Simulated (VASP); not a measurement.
# As (Cmce) in VASP: notebook

The runs below take As through single point, with PBEsol.

Everything below comes from runs of VASP 6.6.1. Logs are shortened: lines on timing, memory, paths and dates and some standing lists are left out, and cuts for length are marked.

**1. The cell of the first run**

The structure is orthorhombic, space group Cmce (No. 64). Conventional cell: a = 3.796 Å, b = 11.440 Å, c = 4.470 Å, α = 90.00°, β = 90.00°, γ = 90.00°. As (site symmetry m) has 5 As at 2.55 to 3.36 Å within 3.4 Å.

**2. Single point, PBEsol**

Contents of INCAR:

```
SYSTEM = As
ALGO = Normal ; EDIFF = 1E-6
ENCUT = 520 ; GGA = PS
ISIF = 2 ; ISMEAR = -1
LASPH = .TRUE. ; LCHARG = .TRUE.
LELF = .TRUE. ; LREAL = .FALSE.
LVHAR = .TRUE. ; LWAVE = .FALSE.
NBANDS = 18 ; NELM = 60
PREC = Accurate ; SIGMA = 0.05
```

Contents of KPOINTS:

```
k-points
0
G
  6 6 5
  0 0 0
```

Contents of POSCAR:

```
As
1.0
    1.8980000000     -5.7200000000      0.0000000000
    1.8980000000      5.7200000000      0.0000000000
    0.0000000000      0.0000000000      4.4700000000
As
4
Direct
    0.3900000000      0.6100000000      0.5600000000
    0.8900000000      0.1100000000      0.9400000000
    0.6100000000      0.3900000000      0.4400000000
    0.1100000000      0.8900000000      0.0600000000
```

Potentials or basis: VASP PAW PBE potentials, release 64 (As).

Launch:

```console
cat potpaw_PBE.64/As/POTCAR > POTCAR
mpirun -np 1 vasp_std > vasp.out
```

OUTCAR:

```text
SYSTEM = As
   EDIFF = 1E-6
   ENCUT = 520
   GGA = PS
   ISIF = 2
   ISMEAR = -1
   LASPH = .TRUE.
   LREAL = .FALSE.
   NELM = 60
   PREC = Accurate

 ion  position               nearest neighbor table
   1  0.390  0.610  0.560-   2 2.55   2 2.55   3 2.57
   2  0.890  0.110  0.940-   1 2.55   1 2.55   4 2.57
   3  0.610  0.390  0.440-   4 2.55   4 2.55   1 2.57
   4  0.110  0.890  0.060-   3 2.55   3 2.55   2 2.57

  LATTYP: Found a base centered orthorhombic cell.
 ALAT       =     3.7960000000
 B/A-ratio  =     3.0136986301
 C/A-ratio  =     1.1775553214

  Lattice vectors:

 A1 = (   1.8980000000,  -5.7200000000,   0.0000000000)
 A2 = (   1.8980000000,   5.7200000000,   0.0000000000)
 A3 = (   0.0000000000,   0.0000000000,   4.4700000000)

Analysis of symmetry for initial positions (statically):
=====================================================================
 Subroutine PRICEL returns:
 Original cell was already a primitive cell.

 Routine SETGRP: Setting up the symmetry group for a
 base centered orthorhombic supercell.

 Subroutine GETGRP returns: Found  8 space group operations
 (whereof  4 operations were pure point group operations)
 out of a pool of  8 trial point group operations.

The static configuration has the point symmetry C_2h.
 The point group associated with its full space group is D_2h.

Analysis of symmetry for dynamics (positions and initial velocities):
=====================================================================
 Subroutine PRICEL returns:
 Original cell was already a primitive cell.

 Routine SETGRP: Setting up the symmetry group for a
 base centered orthorhombic supercell.

 Subroutine GETGRP returns: Found  8 space group operations
 (whereof  4 operations were pure point group operations)
 out of a pool of  8 trial point group operations.

The dynamic configuration has the point symmetry C_2h.
 The point group associated with its full space group is D_2h.

 Subroutine INISYM returns: Found  8 space group operations
 (whereof  4 operations are pure point group operations),
 and found     1 'primitive' translations

----------------------------------------------------------------------------------------

                                     Primitive cell

  volume of cell :      97.0576

  direct lattice vectors                    reciprocal lattice vectors
     1.898000000 -5.720000000  0.000000000     0.263435195 -0.087412587  0.000000000
     1.898000000  5.720000000  0.000000000     0.263435195  0.087412587  0.000000000
     0.000000000  0.000000000  4.470000000     0.000000000  0.000000000  0.223713647

  length of vectors
     6.026674373  6.026674373  4.470000000     0.277559115  0.277559115  0.223713647

  position of ions in fractional coordinates (direct lattice)
     0.390000000  0.610000000  0.560000000
     0.890000000  0.110000000  0.940000000
     0.610000000  0.390000000  0.440000000
     0.110000000  0.890000000  0.060000000

  ion indices of the primitive-cell ions
   primitive index   ion index
                 1           1
                 2           2
                 3           3
                 4           4

----------------------------------------------------------------------------------------

 KPOINTS: k-points

Automatic generation of k-mesh.
 Grid dimensions read from file:
 generate k-points for:    6    6    5

 Generating k-lattice:

  Cartesian coordinates                     Fractional coordinates (reciprocal lattice)
     0.043905866 -0.014568765  0.000000000     0.166666667 -0.000000000  0.000000000
     0.043905866  0.014568765  0.000000000    -0.000000000  0.166666667  0.000000000
     0.000000000  0.000000000  0.044742729     0.000000000  0.000000000  0.200000000

  Length of vectors
     0.046259853  0.046259853  0.044742729

  Shift w.r.t. Gamma in fractional coordinates (k-lattice)
     0.000000000  0.000000000  0.000000000

 Subroutine IBZKPT returns following result:
 ===========================================

 Found     39 irreducible k-points:

 Following reciprocal coordinates:
            Coordinates               Weight
  0.000000  0.000000  0.000000      1.000000
  0.166667  0.000000  0.000000      4.000000
  0.333333 -0.000000  0.000000      4.000000
  0.500000 -0.000000  0.000000      2.000000
  0.166667  0.166667  0.000000      2.000000
  0.333333  0.166667  0.000000      4.000000
[... 16 lines left out ...]
  0.333333  0.333333  0.200000      4.000000
  0.500000  0.333333  0.200000      8.000000
 [... further k-points ...]
   k-points           NKPTS =     39   k-points in BZ     NKDIM =     39   number of bands    NBANDS=     18
   number of dos      NEDOS =    301   number of ions     NIONS =      4
   total plane-waves  NPLWV =  82944
   dimension x,y,z NGX =    48 NGY =   48 NGZ =   36
   dimension x,y,z NGXF=    96 NGYF=   96 NGZF=   72
   ions per type =               4
   NGX,Y,Z   is equivalent  to a cutoff of  13.24, 13.24, 13.39 a.u.
   NGXF,Y,Z  is equivalent  to a cutoff of  26.48, 26.48, 26.78 a.u.
 SYSTEM =  As
   PREC   = accura    normal or accurate (medium, high low for compatibility)
   ISTART =      0    job   : 0-new  1-cont  2-samecut
   ICHARG =      2    charge: 1-file 2-atom 10-const
   ISPIN  =      1    spin polarized calculation?
   LNONCOLLINEAR =      F non collinear calculations
   LSORBIT =      F    spin-orbit coupling
   LASPH  =      T    aspherical Exc in radial PAW
   ENCUT  =  520.0 eV  38.22 Ry    6.18 a.u.  11.21 11.21  8.31*2*pi/ulx,y,z
   NELM   =     60;   NELMIN=  2; NELMDL= -5     # of ELM steps
   EDIFF  = 0.1E-05   stopping-criterion for ELM
   LREAL  =      F    real-space projection
   EDIFFG = 0.1E-04   stopping-criterion for IOM
   NSW    =      0    number of steps for IOM
   IBRION =     -1    ionic relax: 0-MD 1-quasi-New 2-CG
   NFREE  =      0    steps in history (QN), initial steepest desc. (CG)
   ISIF   =      2    stress and relaxation
   ISYM   =      2    0-nonsym 1-usesym 2-fastsym
   POTIM  = 0.5000    time-step for ionic-motion
   TEBEG  =    0.0;   TEEND  =   0.0 temperature during run
   PSTRESS=    0.0 pullay stress
   NELECT =      20.0000    total number of electrons
   NUPDOWN=      -1.0000    fix difference up-down
   EMIN   =  10.00;   EMAX   =-10.00  energy-range for DOS
   EFERMI =   0.00;   METHOD = LEGACY
   ISMEAR =    -1;   SIGMA  =   0.05  broadening in eV -4-tet -1-fermi 0-gaus
   EFERMI_NEDOS =   21; number of points for ismear=-14 and -15
   IALGO  =     38    algorithm
   IMIX   =      4    mixing-type and parameters
     AMIX     =   0.40;   BMIX     =  1.00
     AMIX_MAG =   1.60;   BMIX_MAG =  1.00
  volume/ion in A,a.u.               =      24.26       163.74
  Fermi-wavevector in a.u.,A,eV,Ry     =   0.966959  1.827288 12.721590  0.935011
  Thomas-Fermi vector in A             =   2.096805
   LORBIT       =      0    0 simple, 1 ext, 2 COOP (PROOUT), +10 PAW based schemes
   GGA     = PS    functional components
   LHFCALC =     F    Hartree Fock is set to
   AEXX    =    0.0000 exact exchange contribution
   IVDW    =     0    specifies the selected vdW correction
   LEPSILON=     F    determine dielectric tensor
   LRPA    =     F    only Hartree local field effects (RPA)
 non-spin polarized calculation
  energy-cutoff  :      520.00
  volume of cell :       97.06
 maximum number of plane-waves:      2638
 NGX is ok and might be reduce to    48
   NGX = 23   NGY = 23   NGZ = 17

 number of electron      20.0000001 magnetization

 Free energy of the ion-electron system (eV)
  ---------------------------------------------------
  ext. energy  EPLUGINS =         0.00000000
  ---------------------------------------------------
  free energy    TOTEN  =       -20.10723308 eV

  energy without entropy =      -20.09990655  energy(sigma->0) =      -20.10356981

 E-fermi :   3.9649     XC(G=0):  -9.5698

 val. band max:        3.9296698433   @ k =   0.5000   0.5000   0.0000
 cond. band min:       3.9721518296   @ k =   0.5000   0.3333   0.0000
 fundamental gap:      0.0424819863
 Fermi energy:         3.9648695250

 k-point     1 :       0.0000    0.0000    0.0000
  band No.  band energies     occupation
      1     -10.2328      2.00000
      2      -7.8505      2.00000
      3      -5.1374      2.00000
      4      -2.3900      2.00000
      5      -1.6500      2.00000
      6       0.1016      2.00000
[... 10 lines left out ...]
     17      10.7444      0.00000
     18      10.7515      0.00000

 k-point     2 :       0.1667    0.0000    0.0000
  band No.  band energies     occupation
      1      -9.9674      2.00000
      2      -7.6367      2.00000
      3      -5.5090      2.00000
      4      -3.0911      2.00000
      5      -1.3382      2.00000
      6       0.3605      2.00000
[... 10 lines left out ...]
     17       9.4343      0.00000
     18      10.6671      0.00000

 k-point     3 :       0.3333   -0.0000    0.0000
  band No.  band energies     occupation
      1      -9.1924      2.00000
      2      -6.9956      2.00000
      3      -6.6010      2.00000
      4      -4.5442      2.00000
      5      -0.4582      2.00000
      6       0.2886      2.00000
[... 10 lines left out ...]
     17      10.8820      0.00000
     18      10.9347      0.00000

 k-point     4 :       0.5000   -0.0000    0.0000
  band No.  band energies     occupation
      1      -7.9926      2.00000
      2      -7.9926      2.00000
      3      -5.9405      2.00000
      4      -5.9405      2.00000
      5       0.5490      2.00000
      6       0.5490      2.00000
[... 375 lines left out ...]
      4      -3.3096      2.00000
      5      -0.9656      2.00000
      6       0.8949      2.00000
[... 10 lines left out ...]
     17      10.0694      0.00000
     18      10.9842      0.00000

 k-point    23 :       0.3333    0.3333    0.2000
  band No.  band energies     occupation
      1      -8.7927      2.00000
      2      -7.4898      2.00000
      3      -6.5447      2.00000
      4      -4.4937      2.00000
      5      -0.9869      2.00000
      6      -0.0444      2.00000
[... 10 lines left out ...]
     17       9.7693      0.00000
     18      10.5748      0.00000

 k-point    24 :       0.5000    0.3333    0.2000
  band No.  band energies     occupation
      1      -9.5096      2.00000
      2      -8.1361      2.00000
      3      -5.7261      2.00000
      4      -3.7903      2.00000
      5      -0.5854      2.00000
      6       0.2659      2.00000
[... 10 lines left out ...]
     17      10.0343      0.00000
     18      10.8862      0.00000

 [... further k-points ...]

------------------------ aborting loop because EDIFF is reached ----------------------------------------

  FORCE on cell =-STRESS in cart. coord.  units (eV):
  Direction    XX          YY          ZZ          XY          YZ          ZX
  --------------------------------------------------------------------------------------
  -------------------------------------------------------------------------------------
  Total       -2.7821142     -3.5223950     -2.4924651      0.0000000     -0.0000000      0.0000000
  in kB      -45.9256991    -58.1458706    -41.1443228      0.0000000     -0.0000000      0.0000000
  external PRESSURE =     -48.4052975 kB  Pullay stress =       0.0000000 kB

 VOLUME and BASIS-vectors are now :
 -----------------------------------------------------------------------------
  energy-cutoff  :      520.00
  volume of cell :       97.06
      direct lattice vectors                 reciprocal lattice vectors
     1.898000000 -5.720000000  0.000000000     0.263435195 -0.087412587  0.000000000
     1.898000000  5.720000000  0.000000000     0.263435195  0.087412587  0.000000000
     0.000000000  0.000000000  4.470000000     0.000000000  0.000000000  0.223713647

 POSITION                                       TOTAL-FORCE (eV/Angst)
 -----------------------------------------------------------------------------------
      1.89800      1.25840      2.50320         0.000000     -0.448678      0.213969
      1.89800     -4.46160      4.20180         0.000000     -0.448678     -0.213969
      1.89800     -1.25840      1.96680         0.000000      0.448678     -0.213969
      1.89800      4.46160      0.26820         0.000000      0.448678      0.213969
 -----------------------------------------------------------------------------------
    total drift:                               -0.000000      0.000000     -0.000000

  FREE ENERGIE OF THE ION-ELECTRON SYSTEM (eV)
  ---------------------------------------------------
  free  energy   TOTEN  =       -20.1072330791 eV

  energy  without entropy=      -20.0999065505  energy(sigma->0) =      -20.10356981
```

Wall time 1.8 min (1 thread of AMD EPYC 7R13, shared host); peak memory 0.25 GiB.

Results:

- Free energy: -20.1072 eV
- Pressure: -4.8 GPa
- Largest force: 0.497 eV/Å
- Band gap on the k mesh: zero (bands 10 and 11 overlap by 0.08 eV)

Forces in eV/Å, atoms in the order of the input:
```
As   0.000 -0.449  0.214
As   0.000 -0.449 -0.214
As   0.000  0.449 -0.214
As   0.000  0.449  0.214
```

Stress tensor (GPa, compression positive):
```
-4.59  0.00  0.00
 0.00 -5.81  0.00
 0.00  0.00 -4.11
```

Caveat: the cell stands under tension; the PAW data sets were made with another functional, which shifts forces and pressure a little.

**3. Single point, PBEsol**

This run uses another cell than the first one, of 20.68 Å³/atom.

Contents of INCAR:

```
SYSTEM = As
PREC     = Accurate       ! precision mode
ENCUT    = 520            ! plane-wave cutoff, eV
EDIFF    = 1E-6           ! SCF threshold, eV
ISMEAR   = -1             ! smearing method
SIGMA    = 0.05           ! smearing width, eV
LREAL    = .FALSE.        ! projectors in reciprocal space
LASPH    = .TRUE.         ! aspherical terms in the spheres
NELM     = 80             ! most SCF steps
ALGO     = Normal         ! electronic algorithm
ISIF     = 2              ! what is computed and relaxed
LWAVE    = .FALSE.        ! write WAVECAR
LCHARG   = .FALSE.        ! write CHGCAR
GGA      = PS             ! functional
NBANDS   = 18             ! bands
```

Contents of KPOINTS:

```
regular mesh
0
G
  7 7 5
  0 0 0
```

Edit POSCAR of step 2 so:

```diff
@@ -2,4 +2,4 @@
 1.0
-    1.8980000000     -5.7200000000      0.0000000000
-    1.8980000000      5.7200000000      0.0000000000
+    1.7520000000     -5.2800000000      0.0000000000
+    1.7520000000      5.2800000000      0.0000000000
     0.0000000000      0.0000000000      4.4700000000
```

Potentials or basis: VASP PAW PBE potentials, release 64 (As).

Launch:

```console
cat potpaw_PBE.64/As/POTCAR > POTCAR
mpirun -np 1 vasp_std > vasp.out
```

It took 89 s on 1 thread of AMD EPYC 7R13, shared host; peak memory 0.23 GiB.

It converged, with:

```yaml
Free_energy: -20.0277 eV
Pressure: 7.3 GPa
Largest_force: 0.902 eV/Å
Band_gap_on_the_k_mesh: zero (bands 10 and 11 overlap by 0.13 eV)
```

Forces in eV/Å, atoms in the order of the input:
```
As   0.000  0.895 -0.114
As   0.000  0.895  0.114
As   0.000 -0.895  0.114
As   0.000 -0.895 -0.114
```

Stress tensor (GPa, compression positive):
```
8.53 0.00 0.00
0.00 9.63 0.00
0.00 0.00 3.76
```

Levels at points of the mesh, in eV from the Fermi level:
```tsv
k point	band 6	band 7	band 8	band 9	band 10	band 11	band 12	band 13	band 14	band 15
(0.00, 0.00, 0.00)	-4.91	-3.00	-2.54	-1.67	-1.44	1.90	2.15	2.68	3.47	5.14
```

Caveat: the cell stands under pressure; the PAW data sets were made with another functional, which shifts forces and pressure a little.

**4. Single point, PBEsol**

This run uses another cell than the first one, of 21.55 Å³/atom.

Contents of INCAR:

```
  ALGO = Normal
  EDIFF = 1E-7
  ENCUT = 520
  GGA = PS
  ISIF = 2
  ISMEAR = -1
  LASPH = T
  LCHARG = F
  LREAL = F
  LWAVE = F
  NBANDS = 18
  NELM = 80
  PREC = Accurate
  SIGMA = 0.05
```

Contents of KPOINTS:

```
k-points
0
Gamma
  7 7 5
```

Edit POSCAR of step 3 so:

```diff
@@ -2,4 +2,4 @@
 1.0
-    1.7520000000     -5.2800000000      0.0000000000
-    1.7520000000      5.2800000000      0.0000000000
+    1.7885000000     -5.3900000000      0.0000000000
+    1.7885000000      5.3900000000      0.0000000000
     0.0000000000      0.0000000000      4.4700000000
```

Launch:

```console
cat potpaw_PBE.64/As/POTCAR > POTCAR
mpirun -np 1 vasp_std > vasp.out
```

Run time: 1.9 min. Hardware: 1 thread of AMD EPYC 7R13, shared host; peak memory 0.23 GiB.

Results (log left out):

```yaml
Free_energy: -20.1738 eV
Pressure: 3.4 GPa
Largest_force: 0.474 eV/Å
Band_gap_on_the_k_mesh: zero (bands 10 and 11 overlap by 0.13 eV)
```

Forces on the atoms (eV/Å):
```
As   0.000  0.474 -0.017
As   0.000  0.474  0.017
As   0.000 -0.474  0.017
As   0.000 -0.474 -0.017
```

Stress tensor (GPa, compression positive):
```
4.41 0.00 0.00
0.00 4.59 0.00
0.00 0.00 1.06
```

Levels at points of the mesh, in eV from the Fermi level:
```csv
k point,band 7,band 8,band 9,band 10,band 11,band 12,band 13,band 14
"(0.00, 0.00, 0.00)",-3.07,-2.44,-1.82,-1.28,1.89,2.01,2.53,3.38
```

Caveat: the cell stands under pressure; the PAW data sets were made with another functional, which shifts forces and pressure a little.

**5. Overview**

| cell | k mesh | gap on the mesh (eV) | pressure (GPa) | largest force (eV/Å) |
| --- | --- | --- | --- | --- |
| a = 6.027, b = 6.027, c = 4.470 Å, angles 90.0, 90.0, 143.3°, 4 atoms | 6 × 6 × 5 | none | -4.8 | 0.50 |
| a = 5.563, b = 5.563, c = 4.470 Å, angles 90.0, 90.0, 143.3°, 4 atoms | 7 × 7 × 5 | none | 7.3 | 0.90 |
| a = 5.679, b = 5.679, c = 4.470 Å, angles 90.0, 90.0, 143.3°, 4 atoms | 7 × 7 × 5 | none | 3.4 | 0.47 |

Alike in all rows: task single point; level PBEsol; potentials or basis VASP PAW PBE potentials, release 64 (As); no spin polarisation; cutoff (eV) 520; smearing fermi-dirac 0.05 eV.

Caveats: the PAW data sets were made with another functional, which shifts forces and pressure a little; the cell stands under pressure (at least some runs); the cell stands under tension (at least some runs).

Absolute energies hang on the potentials; compare differences alone.
